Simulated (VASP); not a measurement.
Here is a VASP 6.6.1 calculation.

Contents of INCAR:

```
ALGO = Normal
EDIFF = 1E-6
ENCUT = 520
GGA = PS
ISIF = 2
ISMEAR = -1
LASPH = T
LCHARG = T
LELF = T
LREAL = F
LVHAR = T
LWAVE = F
NBANDS = 19
NELM = 100
PREC = Accurate
SIGMA = 0.1
```

The input KPOINTS:

```
k-points
0
Gamma
  20 20 10
```

POSCAR

```
Zn
1.0
    2.6354261662      0.0000000000      0.0000000000
   -1.3177130831      2.2823460098      0.0000000000
    0.0000000000      0.0000000000      4.6649985756
Zn
2
Direct
    0.3333333333      0.6666666667      0.2500000000
    0.6666666667      0.3333333333      0.7500000000
```

Potentials or basis: VASP PAW PBE potentials, release 64 (Zn).

Command:

```bash
$ cat potpaw_PBE.64/Zn/POTCAR > POTCAR
$ mpirun -np 1 vasp_std > vasp.out
```

Predict the pressure.

0.5 GPa.

Predict the band gap on the k mesh.

zero (bands 12 and 13 overlap by 4.06 eV).

Stress tensor (GPa, compression positive):
```
0.55 0.00 0.00
0.00 0.55 0.00
0.00 0.00 0.39
```

Caveat: the PAW data sets were made with another functional, which shifts forces and pressure a little.
